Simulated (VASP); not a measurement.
The system is Li2Se.

```
Se Li
1.0
     0.00000    2.99352    2.99352
     2.99352    0.00000    2.99352
     2.99352    2.99352    0.00000
Se Li
1 2
Cartesian
  0.0000 0.0000 0.0000
  1.4968 1.4968 1.4968
  4.4903 4.4903 4.4903
```

Base run:

* Program: VASP 6.6.1
* Functional: HSE06
* Potentials or basis: VASP PAW PBE potentials, release 64 (Se, Li_sv)
* Cutoff: 650 eV
* k mesh: 6 × 6 × 6
* Occupations: gaussian, width 0.01 eV
* Spin: no spin polarisation

Its results: band gap on the k mesh 3.83 eV (least direct gap 4.39 eV); pressure -0.5 GPa.

Task: The run is repeated on the same cell with these changes: functional from HSE06 to r2SCAN; cutoff from 650 eV to 830 eV. What comes out?

Result: Band gap on the k mesh 3.46 eV (least direct gap 4.18 eV); pressure -0.2 GPa.

Caveats: the structure was generated, so it needn't be the stable form of Li2Se; the PAW data sets were made with another functional, which shifts forces and pressure a little.

A k mesh can miss the band edges.
